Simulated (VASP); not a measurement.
# C (P6_3/mmc) in VASP: notebook

The runs below take C through relaxation of the atoms, with PBEsol.

All numbers are computed with VASP 6.6.1; they aren't measurements. Logs are shortened: lines on timing, memory, paths and dates and some standing lists are left out, and cuts for length are marked.

## (1) The cell of the first run

Symmetry: P6_3/mmc, No. 194, hexagonal system. Conventional cell: a = 2.461 Å, b = 2.461 Å, c = 4.163 Å, α = 90.00°, β = 90.00°, γ = 120.00°. Within 2.0 Å of C (site symmetry 3m) lie 4 C at 1.51 to 1.56 Å.

## (2) Relaxation of the atoms, PBEsol (strained cell)

INCAR reads:

```
PREC = Accurate ; ENCUT = 520
EDIFF = 1E-6 ; ISMEAR = 0
SIGMA = 0.02 ; LREAL = F
LASPH = T ; NELM = 80
ALGO = Normal ; ISIF = 2
LWAVE = F ; LCHARG = F
GGA = PS ; IBRION = 2
NSW = 60 ; EDIFFG = -0.002
```

KPOINTS reads:

```
Automatic mesh
0
Gamma
  9 9 6
```

POSCAR reads:

```
C
1.0
    2.4612466107      0.0000000000      0.0000000000
   -1.2306233054      2.1315020899      0.0000000000
    0.0000000000      0.0000000000      4.1625633096
C
4
Direct
    0.3333333333      0.6666666667      0.0000573180
    0.6666666667      0.3333333333      0.5000573180
    0.3333333333      0.6666666667      0.3739426820
    0.6666666667      0.3333333333      0.8739426820
```

Potentials or basis: VASP PAW PBE potentials, release 64 (C).

Started as:

```sh
> cat potpaw_PBE.64/C/POTCAR > POTCAR
> mpirun -np 1 vasp_std > vasp.out
```

OUTCAR:

```text
PREC = Accurate
   ENCUT = 520
   EDIFF = 1E-6
   ISMEAR = 0
   LREAL = F
   LASPH = T
   NELM = 80
   ISIF = 2
   GGA = PS
   IBRION = 2
   NSW = 60
   EDIFFG = -0.002

 ion  position               nearest neighbor table
   1  0.333  0.667  0.000-   4 1.51   4 1.51   4 1.51   3 1.56
   2  0.667  0.333  0.500-   3 1.51   3 1.51   3 1.51   4 1.56
   3  0.333  0.667  0.374-   2 1.51   2 1.51   2 1.51   1 1.56
   4  0.667  0.333  0.874-   1 1.51   1 1.51   1 1.51   2 1.56

  LATTYP: Found a hexagonal cell.
 ALAT       =     2.4612466107
 C/A-ratio  =     1.6912418656

  Lattice vectors:

 A1 = (   2.4612466107,   0.0000000000,   0.0000000000)
 A2 = (  -1.2306233054,   2.1315020899,   0.0000000000)
 A3 = (   0.0000000000,   0.0000000000,   4.1625633096)

Analysis of symmetry for initial positions (statically):
=====================================================================
 Subroutine PRICEL returns:
 Original cell was already a primitive cell.

 Routine SETGRP: Setting up the symmetry group for a
 hexagonal supercell.

 Subroutine GETGRP returns: Found 24 space group operations
 (whereof  6 operations were pure point group operations)
 out of a pool of 24 trial point group operations.

The static configuration has the point symmetry C_3v.
 The point group associated with its full space group is D_6h.

Analysis of symmetry for dynamics (positions and initial velocities):
=====================================================================
 Subroutine PRICEL returns:
 Original cell was already a primitive cell.

 Routine SETGRP: Setting up the symmetry group for a
 hexagonal supercell.

 Subroutine GETGRP returns: Found 24 space group operations
 (whereof  6 operations were pure point group operations)
 out of a pool of 24 trial point group operations.

The dynamic configuration has the point symmetry C_3v.
 The point group associated with its full space group is D_6h.

 Subroutine INISYM returns: Found 24 space group operations
 (whereof  6 operations are pure point group operations),
 and found     1 'primitive' translations

----------------------------------------------------------------------------------------

                                     Primitive cell

  volume of cell :      21.8374

  direct lattice vectors                    reciprocal lattice vectors
     2.461246611  0.000000000  0.000000000     0.406298173  0.234576359  0.000000000
    -1.230623305  2.131502090  0.000000000     0.000000000  0.469152719  0.000000000
     0.000000000  0.000000000  4.162563310     0.000000000  0.000000000  0.240236586

  length of vectors
     2.461246611  2.461246611  4.162563310     0.469152719  0.469152719  0.240236586

  position of ions in fractional coordinates (direct lattice)
     0.333333333  0.666666667  0.000057318
     0.666666667  0.333333333  0.500057318
     0.333333333  0.666666667  0.373942682
     0.666666667  0.333333333  0.873942682

  ion indices of the primitive-cell ions
   primitive index   ion index
                 1           1
                 2           2
                 3           3
                 4           4

----------------------------------------------------------------------------------------

 KPOINTS: Automatic mesh

Automatic generation of k-mesh.
 Grid dimensions read from file:
 generate k-points for:    9    9    6

 Generating k-lattice:

  Cartesian coordinates                     Fractional coordinates (reciprocal lattice)
     0.045144241  0.026064040  0.000000000     0.111111111  0.000000000  0.000000000
     0.000000000  0.052128080  0.000000000     0.000000000  0.111111111  0.000000000
     0.000000000  0.000000000  0.040039431     0.000000000  0.000000000  0.166666667

  Length of vectors
     0.052128080  0.052128080  0.040039431

  Shift w.r.t. Gamma in fractional coordinates (k-lattice)
     0.000000000  0.000000000  0.000000000

 Subroutine IBZKPT returns following result:
 ===========================================

 Found     48 irreducible k-points:

 Following reciprocal coordinates:
            Coordinates               Weight
  0.000000  0.000000  0.000000      1.000000
  0.111111 -0.000000  0.000000      6.000000
  0.222222 -0.000000  0.000000      6.000000
  0.333333 -0.000000  0.000000      6.000000
  0.444444 -0.000000  0.000000      6.000000
  0.111111  0.111111  0.000000      6.000000
[... 16 lines left out ...]
  0.333333  0.222222  0.166667     24.000000
  0.333333  0.333333  0.166667      4.000000
 [... further k-points ...]
   k-points           NKPTS =     48   k-points in BZ     NKDIM =     48   number of bands    NBANDS=     12
   number of dos      NEDOS =    301   number of ions     NIONS =      4
   total plane-waves  NPLWV =  10368
   dimension x,y,z NGX =    18 NGY =   18 NGZ =   32
   dimension x,y,z NGXF=    36 NGYF=   36 NGZF=   64
   ions per type =               4
   NGX,Y,Z   is equivalent  to a cutoff of  12.16, 12.16, 12.78 a.u.
   NGXF,Y,Z  is equivalent  to a cutoff of  24.32, 24.32, 25.56 a.u.
 SYSTEM =  unknown system
   PREC   = accura    normal or accurate (medium, high low for compatibility)
   ISTART =      0    job   : 0-new  1-cont  2-samecut
   ICHARG =      2    charge: 1-file 2-atom 10-const
   ISPIN  =      1    spin polarized calculation?
   LNONCOLLINEAR =      F non collinear calculations
   LSORBIT =      F    spin-orbit coupling
   LASPH  =      T    aspherical Exc in radial PAW
   ENCUT  =  520.0 eV  38.22 Ry    6.18 a.u.   4.58  4.58  7.74*2*pi/ulx,y,z
   NELM   =     80;   NELMIN=  2; NELMDL= -5     # of ELM steps
   EDIFF  = 0.1E-05   stopping-criterion for ELM
   LREAL  =      F    real-space projection
   EDIFFG = -.2E-02   stopping-criterion for IOM
   NSW    =     60    number of steps for IOM
   IBRION =      2    ionic relax: 0-MD 1-quasi-New 2-CG
   NFREE  =      1    steps in history (QN), initial steepest desc. (CG)
   ISIF   =      2    stress and relaxation
   ISYM   =      2    0-nonsym 1-usesym 2-fastsym
   POTIM  = 0.5000    time-step for ionic-motion
   TEBEG  =    0.0;   TEEND  =   0.0 temperature during run
   PSTRESS=    0.0 pullay stress
   NELECT =      16.0000    total number of electrons
   NUPDOWN=      -1.0000    fix difference up-down
   EMIN   =  10.00;   EMAX   =-10.00  energy-range for DOS
   EFERMI =   0.00;   METHOD = LEGACY
   ISMEAR =     0;   SIGMA  =   0.02  broadening in eV -4-tet -1-fermi 0-gaus
   EFERMI_NEDOS =   21; number of points for ismear=-14 and -15
   IALGO  =     38    algorithm
   IMIX   =      4    mixing-type and parameters
     AMIX     =   0.40;   BMIX     =  1.00
     AMIX_MAG =   1.60;   BMIX_MAG =  1.00
  volume/ion in A,a.u.               =       5.46        36.84
  Fermi-wavevector in a.u.,A,eV,Ry     =   1.475868  2.788987 29.636033  2.178187
  Thomas-Fermi vector in A             =   2.590465
   LORBIT       =      0    0 simple, 1 ext, 2 COOP (PROOUT), +10 PAW based schemes
   GGA     = PS    functional components
   LHFCALC =     F    Hartree Fock is set to
   AEXX    =    0.0000 exact exchange contribution
   IVDW    =     0    specifies the selected vdW correction
   LEPSILON=     F    determine dielectric tensor
   LRPA    =     F    only Hartree local field effects (RPA)
 conjugate gradient relaxation of ions
 non-spin polarized calculation
 Gauss-broadening in eV      SIGMA  =   0.02
  energy-cutoff  :      520.00
  volume of cell :       21.84
 maximum number of plane-waves:       608
   NGX =  9   NGY =  9   NGZ = 15

--------------------------------------- Ionic step        1  -------------------------------------------

 number of electron      15.9999994 magnetization

 Free energy of the ion-electron system (eV)
  ---------------------------------------------------
  ext. energy  EPLUGINS =         0.00000000
  ---------------------------------------------------
  free energy    TOTEN  =       -38.35439404 eV

  energy without entropy =      -38.35439404  energy(sigma->0) =      -38.35439404

------------------------ aborting loop because EDIFF is reached ----------------------------------------

  FORCE on cell =-STRESS in cart. coord.  units (eV):
  Direction    XX          YY          ZZ          XY          YZ          ZX
  --------------------------------------------------------------------------------------
  -------------------------------------------------------------------------------------
  Total        3.0846373      3.0846373      0.1558599     -0.0000000      0.0000000      0.0000000
  in kB      226.3147917    226.3147917     11.4351841     -0.0000000      0.0000000      0.0000000
  external PRESSURE =     154.6882558 kB  Pullay stress =       0.0000000 kB

 VOLUME and BASIS-vectors are now :
 -----------------------------------------------------------------------------
  energy-cutoff  :      520.00
  volume of cell :       21.84
      direct lattice vectors                 reciprocal lattice vectors
     2.461246611  0.000000000  0.000000000     0.406298173  0.234576359  0.000000000
    -1.230623305  2.131502090  0.000000000     0.000000000  0.469152719  0.000000000
     0.000000000  0.000000000  4.162563310     0.000000000  0.000000000  0.240236586
[... 39 lines left out ...]
 POSITION                                       TOTAL-FORCE (eV/Angst)
 -----------------------------------------------------------------------------------
     -0.00000      1.42100      0.00081        -0.000000     -0.000000     -0.030671
      1.23062      0.71050      2.08209         0.000000      0.000000     -0.030671
     -0.00000      1.42100      1.55599        -0.000000     -0.000000      0.030671
      1.23062      0.71050      3.63728         0.000000      0.000000      0.030671
 -----------------------------------------------------------------------------------
    total drift:                               -0.000000      0.000000      0.000002

  FREE ENERGIE OF THE ION-ELECTRON SYSTEM (eV)
  ---------------------------------------------------
  free  energy   TOTEN  =       -38.3543726897 eV

  energy  without entropy=      -38.3543726897  energy(sigma->0) =      -38.35437269

--------------------------------------- Ionic step        3  -------------------------------------------

 number of electron      15.9999994 magnetization

 Free energy of the ion-electron system (eV)
  ---------------------------------------------------
  ext. energy  EPLUGINS =         0.00000000
  ---------------------------------------------------
  free energy    TOTEN  =       -38.35439770 eV

  energy without entropy =      -38.35439770  energy(sigma->0) =      -38.35439770

 E-fermi :  10.6989     XC(G=0): -13.6176

 val. band max:       10.5945010485   @ k =   0.0000   0.0000   0.0000
 cond. band min:      13.4605451688   @ k =   0.3333   0.3333   0.0000
 fundamental gap:      2.8660441203
 Fermi energy:        10.6988739167

 k-point     1 :       0.0000    0.0000    0.0000
  band No.  band energies     occupation
      1     -11.7963      2.00000
      2      -6.1764      2.00000
      3      -3.6655      2.00000
      4       7.5323      2.00000
      5       7.5323      2.00000
      6       9.9908      2.00000
      7      10.5945      2.00000
      8      10.5945      2.00000
      9      15.5509      0.00000
     10      15.7309      0.00000
     11      15.7309      0.00000
     12      19.5877      0.00000

 k-point     2 :       0.1111   -0.0000    0.0000
  band No.  band energies     occupation
      1     -11.4770      2.00000
      2      -5.8903      2.00000
      3      -3.3605      2.00000
      4       6.0379      2.00000
      5       6.8948      2.00000
      6       9.3108      2.00000
      7       9.5646      2.00000
      8      10.0245      2.00000
      9      15.8481      0.00000
     10      16.0775      0.00000
     11      16.5409      0.00000
     12      20.4816      0.00000
[... 316 lines left out ...]
 k-point    24 :       0.3333    0.3333    0.1667
  band No.  band energies     occupation
      1      -4.1058      2.00000
      2      -4.1058      2.00000
      3      -0.8856      2.00000
      4      -0.2184      2.00000
      5      -0.2184      2.00000
      6       2.6147      2.00000
      7       4.0246      2.00000
      8       4.0246      2.00000
      9      14.3030      0.00000
     10      20.8516      0.00000
     11      20.8516      0.00000
     12      23.7909      0.00000

 [... further k-points ...]

------------------------ aborting loop because EDIFF is reached ----------------------------------------

  FORCE on cell =-STRESS in cart. coord.  units (eV):
  Direction    XX          YY          ZZ          XY          YZ          ZX
  --------------------------------------------------------------------------------------
  -------------------------------------------------------------------------------------
  Total        3.0820493      3.0820493      0.1562123     -0.0000000      0.0000000     -0.0000000
  in kB      226.1249156    226.1249156     11.4610375     -0.0000000      0.0000000     -0.0000000
  external PRESSURE =     154.5702896 kB  Pullay stress =       0.0000000 kB

 VOLUME and BASIS-vectors are now :
 -----------------------------------------------------------------------------
  energy-cutoff  :      520.00
  volume of cell :       21.84
      direct lattice vectors                 reciprocal lattice vectors
     2.461246611  0.000000000  0.000000000     0.406298173  0.234576359  0.000000000
    -1.230623305  2.131502090  0.000000000     0.000000000  0.469152719  0.000000000
     0.000000000  0.000000000  4.162563310     0.000000000  0.000000000  0.240236586

 POSITION                                       TOTAL-FORCE (eV/Angst)
 -----------------------------------------------------------------------------------
     -0.00000      1.42100      0.00040        -0.000000     -0.000000      0.000169
      1.23062      0.71050      2.08168         0.000000      0.000000      0.000169
     -0.00000      1.42100      1.55640         0.000000     -0.000000     -0.000169
      1.23062      0.71050      3.63768        -0.000000      0.000000     -0.000169
 -----------------------------------------------------------------------------------
    total drift:                               -0.000000      0.000000      0.000002

  FREE ENERGIE OF THE ION-ELECTRON SYSTEM (eV)
  ---------------------------------------------------
  free  energy   TOTEN  =       -38.3543976998 eV

  energy  without entropy=      -38.3543976998  energy(sigma->0) =      -38.35439770

 reached required accuracy - stopping structural energy minimisation
```

Run time: 26 s. Hardware: 1 thread of Intel Xeon 8259CL, shared host; peak memory 0.13 GiB.

What came out:

```yaml
Free_energy: -38.3544 eV
Energy_gained_by_relaxing: 0.0 meV/atom
Ionic_steps: 3
Pressure_after_relaxing: 15.5 GPa
Band_gap_on_the_k_mesh: 2.87 eV (least direct gap 4.96 eV)
```

Final structure:
```
C
1.0
     2.46125    0.00000    0.00000
    -1.23062    2.13150    0.00000
     0.00000    0.00000    4.16256
C
4
Direct
  0.33333 0.66667 0.00009
  0.66667 0.33333 0.50009
  0.33333 0.66667 0.37390
  0.66667 0.33333 0.87391
```

Caveat: the cell differs from its parent crystal (strained cell); the PAW data sets were made with another functional, which shifts forces and pressure a little; an odd mesh through Γ misses points on the zone boundary, where band edges can lie.

## (3) Relaxation of the atoms, PBEsol (strained cell)

INCAR reads:

```
  PREC = Accurate
  ENCUT = 520
  EDIFF = 1E-6
  ISMEAR = 0
  SIGMA = 0.02
  LREAL = False
  LASPH = True
  NELM = 60
  ALGO = Normal
  ISIF = 2
  LWAVE = False
  LCHARG = False
  GGA = PS
  IBRION = 2
  NSW = 60
  EDIFFG = -0.002
```

KPOINTS is that of step 2.

POSCAR reads:

```
C
1.0
    2.4612466107      0.0000000000      0.0000000000
   -1.2306233054      2.1315020899      0.0000000000
    0.0000000000      0.0000000000      4.1980341063
C
4
Direct
    0.3333333333      0.6666666667     -0.0002008248
    0.6666666667      0.3333333333      0.4997991752
    0.3333333333      0.6666666667      0.3742008248
    0.6666666667      0.3333333333      0.8742008248
```

Potentials or basis: VASP PAW PBE potentials, release 64 (C).

Started as:

```sh
> cat potpaw_PBE.64/C/POTCAR > POTCAR
> mpirun -np 1 vasp_std > vasp.out
```

Run time: 30 s. Hardware: 1 thread of Intel Xeon 8259CL, shared host; peak memory 0.13 GiB.

Results (log left out):

- Free energy: -38.3493 eV
- Energy gained by relaxing: 0.0 meV/atom
- Ionic steps: 3
- Pressure after relaxing: 11.4 GPa
- Band gap on the k mesh: 2.89 eV (least direct gap 4.69 eV)

Stress tensor (GPa, compression positive):
```
 22.21   0.00   0.00
  0.00  22.21   0.00
  0.00   0.00 -10.35
```

Step by step:
```csv
step,energy change (eV),largest force (eV/Å),pressure (GPa)
1,0.0000,0.0838,11.45
2,0.0010,0.2067,11.16
3,-0.0002,0.0001,11.36
```

Final structure:
```
C
1.0
     2.46125    0.00000    0.00000
    -1.23062    2.13150    0.00000
     0.00000    0.00000    4.19803
C
4
Direct
  0.33333 0.66667 0.00008
  0.66667 0.33333 0.50008
  0.33333 0.66667 0.37392
  0.66667 0.33333 0.87392
```

Levels at points of the mesh, in eV from the valence-band top:
| k point | band 6 | band 7 | band 8 | band 9 | band 10 | band 11 |
| --- | --- | --- | --- | --- | --- | --- |
| (0.00, 0.00, 0.00) | -0.61 | 0.00 | 0.00 | 4.69 | 5.23 | 5.23 |
| (0.00, 0.00, 0.50) | -1.75 | -1.75 | -1.75 | 7.44 | 7.44 | 7.44 |

Caveat: the cell differs from its parent crystal (strained cell); the PAW data sets were made with another functional, which shifts forces and pressure a little; an odd mesh through Γ misses points on the zone boundary, where band edges can lie.
